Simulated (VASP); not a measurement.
# CdO (Fm-3m) in VASP: a series of runs

Runs on CdO. Level: PBE. Tasks: single point.

All numbers are computed with VASP 6.6.1; they aren't measurements. Logs are shortened: lines on timing, memory, paths and dates and some standing lists are left out, and cuts for length are marked.

**1. The cell of the first run**

Symmetry: Fm-3m, No. 225, cubic system. The conventional cell has a = 4.671 Å, b = 4.671 Å, c = 4.671 Å, α = 90.00°, β = 90.00°, γ = 90.00°. Cd (site symmetry m-3m) has 6 O at 2.34 Å within 3.1 Å. Within 3.1 Å of O (site symmetry m-3m) lie 6 Cd at 2.34 Å.

**2. Single point, PBE (12.74 Å³/atom)**

Contents of INCAR:

```
SYSTEM = CdO
PREC = Accurate
ENCUT = 600
EDIFF = 1E-6
ISMEAR = -1
SIGMA = 0.02
LREAL = .False.
LASPH = .True.
NELM = 120
ALGO = Normal
ISIF = 2
LWAVE = .False.
LCHARG = .True.
GGA = PE
LELF = .True.
LVHAR = .True.
NBANDS = 16
GGA_COMPAT = .False.
```

Contents of KPOINTS:

```
regular mesh
0
Gamma
  8 8 8
  0 0 0
```

Contents of POSCAR:

```
CdO
1.0
    0.0000000000      2.3353398470      2.3353398470
    2.3353398470      0.0000000000      2.3353398470
    2.3353398470      2.3353398470      0.0000000000
Cd O
1 1
Direct
    0.0000000000      0.0000000000      0.0000000000
    0.5000000000      0.5000000000      0.5000000000
```

Potentials or basis: VASP PAW PBE potentials, release 64 (Cd, O).

The run is started by

```console
> cat potpaw_PBE.64/Cd/POTCAR potpaw_PBE.64/O/POTCAR > POTCAR
> mpirun -np 1 vasp_std > vasp.out
```

OUTCAR:

```text
SYSTEM = CdO
   PREC = Accurate
   ENCUT = 600
   EDIFF = 1E-6
   ISMEAR = -1
   LREAL = .False.
   LASPH = .True.
   NELM = 120
   ISIF = 2
   GGA = PE

 ion  position               nearest neighbor table
   1  0.000  0.000  0.000-   2 2.34   2 2.34   2 2.34   2 2.34   2 2.34   2 2.34
   2  0.500  0.500  0.500-   1 2.34   1 2.34   1 2.34   1 2.34   1 2.34   1 2.34

  LATTYP: Found a face centered cubic cell.
 ALAT       =     4.6706796940

  Lattice vectors:

 A1 = (   0.0000000000,   2.3353398470,   2.3353398470)
 A2 = (   2.3353398470,   0.0000000000,   2.3353398470)
 A3 = (   2.3353398470,   2.3353398470,   0.0000000000)

Analysis of symmetry for initial positions (statically):
=====================================================================
 Subroutine PRICEL returns:
 Original cell was already a primitive cell.

 Routine SETGRP: Setting up the symmetry group for a
 face centered cubic supercell.

 Subroutine GETGRP returns: Found 48 space group operations
 (whereof 48 operations were pure point group operations)
 out of a pool of 48 trial point group operations.

The static configuration has the point symmetry O_h .

Analysis of symmetry for dynamics (positions and initial velocities):
=====================================================================
 Subroutine PRICEL returns:
 Original cell was already a primitive cell.

 Routine SETGRP: Setting up the symmetry group for a
 face centered cubic supercell.

 Subroutine GETGRP returns: Found 48 space group operations
 (whereof 48 operations were pure point group operations)
 out of a pool of 48 trial point group operations.

The dynamic configuration has the point symmetry O_h .

 Subroutine INISYM returns: Found 48 space group operations
 (whereof 48 operations are pure point group operations),
 and found     1 'primitive' translations

----------------------------------------------------------------------------------------

                                     Primitive cell

  volume of cell :      25.4730

  direct lattice vectors                    reciprocal lattice vectors
     0.000000000  2.335339847  2.335339847    -0.214101601  0.214101601  0.214101601
     2.335339847  0.000000000  2.335339847     0.214101601 -0.214101601  0.214101601
     2.335339847  2.335339847  0.000000000     0.214101601  0.214101601 -0.214101601

  length of vectors
     3.302669284  3.302669284  3.302669284     0.370834851  0.370834851  0.370834851

  position of ions in fractional coordinates (direct lattice)
[... 78 lines left out ...]
   NELM   =    120;   NELMIN=  2; NELMDL= -5     # of ELM steps
   EDIFF  = 0.1E-05   stopping-criterion for ELM
   LREAL  =      F    real-space projection
   EDIFFG = 0.1E-04   stopping-criterion for IOM
   NSW    =      0    number of steps for IOM
   IBRION =     -1    ionic relax: 0-MD 1-quasi-New 2-CG
   NFREE  =      0    steps in history (QN), initial steepest desc. (CG)
   ISIF   =      2    stress and relaxation
   ISYM   =      2    0-nonsym 1-usesym 2-fastsym
   POTIM  = 0.5000    time-step for ionic-motion
   TEBEG  =    0.0;   TEEND  =   0.0 temperature during run
   PSTRESS=    0.0 pullay stress
   NELECT =      18.0000    total number of electrons
   NUPDOWN=      -1.0000    fix difference up-down
   EMIN   =  10.00;   EMAX   =-10.00  energy-range for DOS
   EFERMI =   0.00;   METHOD = LEGACY
   ISMEAR =    -1;   SIGMA  =   0.02  broadening in eV -4-tet -1-fermi 0-gaus
   EFERMI_NEDOS =   21; number of points for ismear=-14 and -15
   IALGO  =     38    algorithm
   IMIX   =      4    mixing-type and parameters
     AMIX     =   0.40;   BMIX     =  1.00
     AMIX_MAG =   1.60;   BMIX_MAG =  1.00
  volume/ion in A,a.u.               =      12.74        85.95
  Fermi-wavevector in a.u.,A,eV,Ry     =   1.458161  2.755525 28.929176  2.126234
  Thomas-Fermi vector in A             =   2.574878
   LORBIT       =      0    0 simple, 1 ext, 2 COOP (PROOUT), +10 PAW based schemes
   GGA     = PE    functional components
   LHFCALC =     F    Hartree Fock is set to
   AEXX    =    0.0000 exact exchange contribution
   IVDW    =     0    specifies the selected vdW correction
   LEPSILON=     F    determine dielectric tensor
   LRPA    =     F    only Hartree local field effects (RPA)
 non-spin polarized calculation
  energy-cutoff  :      600.00
  volume of cell :       25.47
 maximum number of plane-waves:       877
 NGX is ok and might be reduce to    28
   NGX = 13   NGY = 13   NGZ = 13

 number of electron      18.0000003 magnetization

 Free energy of the ion-electron system (eV)
  ---------------------------------------------------
  ext. energy  EPLUGINS =         0.00000000
  ---------------------------------------------------
  free energy    TOTEN  =        -7.67186702 eV

  energy without entropy =       -7.67157838  energy(sigma->0) =       -7.67172270

 E-fermi :   2.2550     XC(G=0): -11.8017

 val. band max:        2.2119333972   @ k =   0.5000   0.0000   0.0000
 cond. band min:       3.1870521230   @ k =   0.1250   0.0000   0.0000
 fundamental gap:      0.9751187258
 Fermi energy:         2.2550116335

 k-point     1 :       0.0000    0.0000    0.0000
  band No.  band energies     occupation
      1     -15.2940      2.00000
      2      -4.5287      2.00000
      3      -4.5287      2.00000
      4      -4.5287      2.00000
      5      -4.2103      2.00000
      6      -4.2103      2.00000
[... 433 lines left out ...]
      3      -4.8603      2.00000
      4      -4.8551      2.00000
      5      -3.9500      2.00000
      6      -3.9436      2.00000
[... 8 lines left out ...]
     15      21.9318      0.00000
     16      25.4383      0.00000

 [... further k-points ...]

------------------------ aborting loop because EDIFF is reached ----------------------------------------

  FORCE on cell =-STRESS in cart. coord.  units (eV):
  Direction    XX          YY          ZZ          XY          YZ          ZX
  --------------------------------------------------------------------------------------
  -------------------------------------------------------------------------------------
  Total        1.6592937      1.6592937      1.6592937     -0.0000000      0.0000000      0.0000000
  in kB      104.3646881    104.3646881    104.3646881     -0.0000000      0.0000000      0.0000000
  external PRESSURE =     104.3646881 kB  Pullay stress =       0.0000000 kB

 VOLUME and BASIS-vectors are now :
 -----------------------------------------------------------------------------
  energy-cutoff  :      600.00
  volume of cell :       25.47
      direct lattice vectors                 reciprocal lattice vectors
     0.000000000  2.335339847  2.335339847    -0.214101601  0.214101601  0.214101601
     2.335339847  0.000000000  2.335339847     0.214101601 -0.214101601  0.214101601
     2.335339847  2.335339847  0.000000000     0.214101601  0.214101601 -0.214101601

 POSITION                                       TOTAL-FORCE (eV/Angst)
 -----------------------------------------------------------------------------------
      0.00000      0.00000      0.00000         0.000000      0.000000      0.000000
      2.33534      2.33534      2.33534         0.000000      0.000000     -0.000000
 -----------------------------------------------------------------------------------
    total drift:                                0.000000      0.000000      0.000000

  FREE ENERGIE OF THE ION-ELECTRON SYSTEM (eV)
  ---------------------------------------------------
  free  energy   TOTEN  =        -7.6718670153 eV

  energy  without entropy=       -7.6715783786  energy(sigma->0) =       -7.67172270
```

OSZICAR:

```text
N       E                     dE             d eps       ncg     rms          rms(c)
DAV:   1     0.122095628108E+03    0.12210E+03   -0.11408E+04   976   0.130E+03
DAV:   2    -0.586630028978E+01   -0.12796E+03   -0.11736E+03  1056   0.305E+02
DAV:   3    -0.946691853414E+01   -0.36006E+01   -0.35942E+01  1080   0.561E+01
DAV:   4    -0.947624867272E+01   -0.93301E-02   -0.93299E-02  1168   0.271E+00
DAV:   5    -0.947627534492E+01   -0.26672E-04   -0.26672E-04  1176   0.132E-01    0.109E+01
DAV:   6    -0.771914912962E+01    0.17571E+01   -0.47270E+00  1200   0.376E+01    0.957E+00
DAV:   7    -0.769118238913E+01    0.27967E-01   -0.70226E-01   984   0.802E+00    0.493E+00
DAV:   8    -0.767538299182E+01    0.15799E-01   -0.93877E-02  1000   0.275E+00    0.742E-01
DAV:   9    -0.767174063599E+01    0.36424E-02   -0.83282E-03  1136   0.986E-01    0.107E-01
DAV:  10    -0.767184012725E+01   -0.99491E-04   -0.74735E-04  1016   0.295E-01    0.406E-02
DAV:  11    -0.767187099985E+01   -0.30873E-04   -0.58752E-05  1120   0.757E-02    0.228E-02
DAV:  12    -0.767186716101E+01    0.38388E-05   -0.10349E-05  1008   0.320E-02    0.711E-03
DAV:  13    -0.767186701526E+01    0.14575E-06   -0.93592E-07   760   0.921E-03
   1 F= -.76718670E+01 E0= -.76717227E+01  d E =-.288637E-03
```

stdout:

```text
POSCAR found type information on POSCAR CdO
 POSCAR found :  2 types and       2 ions
 scaLAPACK will be used
 LDA part: xc-table for (Slater+PW92), standard interpolation
 POSCAR, INCAR and KPOINTS ok, starting setup
 FFT: planning ... GRIDC
 FFT: planning ... GRID_SOFT
 FFT: planning ... GRID
 WAVECAR not read
 entering main loop
```

It took 17 s on 1 thread of Intel Xeon Platinum 8375C at 2.90GHz (Ice Lake), shared host; peak memory 0.16 GiB.

What came out:

| Item | Value |
| --- | --- |
| Free energy | -7.6719 eV |
| Pressure | 10.4 GPa |
| Band gap on the k mesh | zero (bands 9 and 10 overlap by 0.39 eV) |

Levels at points of the mesh, in eV from the Fermi level:
```
           k point  band 5  band 6  band 7  band 8  band 9  band 10  band 11  band 12  band 13  band 14
(0.00, 0.00, 0.00)   -6.47   -6.47   -1.44   -1.44   -1.44    -0.43    14.97    17.12    17.12    17.12
(0.50, 0.00, 0.00)   -6.21   -6.21   -3.90   -0.04   -0.04     4.41     7.40    12.01    12.01    17.91
(0.50, 0.50, 0.00)   -6.06   -5.72   -4.51   -2.44   -2.44     3.93     8.59    11.25    13.48    13.48
```

Caveat: the cell stands under pressure; semilocal functionals underestimate gaps, so a narrow gap can read as zero.

(Part 1 of 2 ends here.)
